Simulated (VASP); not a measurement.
A run of VASP 6.6.1 is set up as follows.

INCAR

```
PREC = Accurate ; ENCUT = 520
EDIFF = 1E-6 ; ISMEAR = 0
SIGMA = 0.1 ; LREAL = F
LASPH = T ; NELM = 60
ALGO = Fast ; ISIF = 2
LWAVE = F ; LCHARG = F
GGA = PE ; NBANDS = 20
```

KPOINTS

```
regular mesh
0
Gamma
  12 12 8
```

The input POSCAR:

```
CaHfO
1.0
    3.5909017890      0.0000000000      0.0000000000
   -1.7954508945      3.1098121717      0.0000000000
    0.0000000000      0.0000000000      6.3740526444
Ca Hf O
1 1 1
Direct
    0.0000000000      0.0000000000      0.5000000000
    0.6666666667      0.3333333333      0.0000000000
    0.3333333333      0.6666666667      0.5000000000
```

Potentials or basis: VASP PAW PBE potentials, release 64 (Ca_sv, Hf_pv, O).

Launch:

```sh
$ cat potpaw_PBE.64/Ca_sv/POTCAR potpaw_PBE.64/Hf_pv/POTCAR potpaw_PBE.64/O/POTCAR > POTCAR
$ mpirun -np 1 vasp_std > vasp.out
```

(1) Estimate the pressure.

(2) Predict the band gap on the k mesh.

Results:

(1) 0.3 GPa.

(2) zero (bands 13 and 14 overlap by 0.36 eV).

Caveat: spin-orbit coupling is left out, which moves the levels of the heavy elements.
